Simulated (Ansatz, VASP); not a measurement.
**AlN: VASP beside Ansatz**

```
Al N
1.0
    -0.01995    2.19063    2.19063
     2.19063   -0.01995    2.19063
     2.19063    2.19063   -0.01995
Al N
1 1
Direct
  0.99938 0.99938 0.99938
  0.25062 0.25062 0.25062
```

Alike in both runs: task single point; functional PBEsol; k mesh 9 × 9 × 9; no spin polarisation.

```csv
,VASP,Ansatz
version,VASP 6.6.1,Ansatz 0.2.0
potentials or method,"VASP PAW PBE potentials, release 64 (Al, N), cutoff 600 eV","scalar-relativistic, all-electron LAPW"
occupations,"gaussian, width 0.01 eV",fixed
```

|  | VASP | Ansatz | Ansatz less VASP |
| --- | --- | --- | --- |
| gap on the k mesh at the Fermi level (eV) | 3.28 | 3.28 | +0.004 |
| least direct gap on the mesh (eV) | 3.85 | 3.85 | -0.005 |

VASP's potentials were made for PBE, not for PBEsol. Ansatz ran all-electron here, and VASP with PAW potentials.
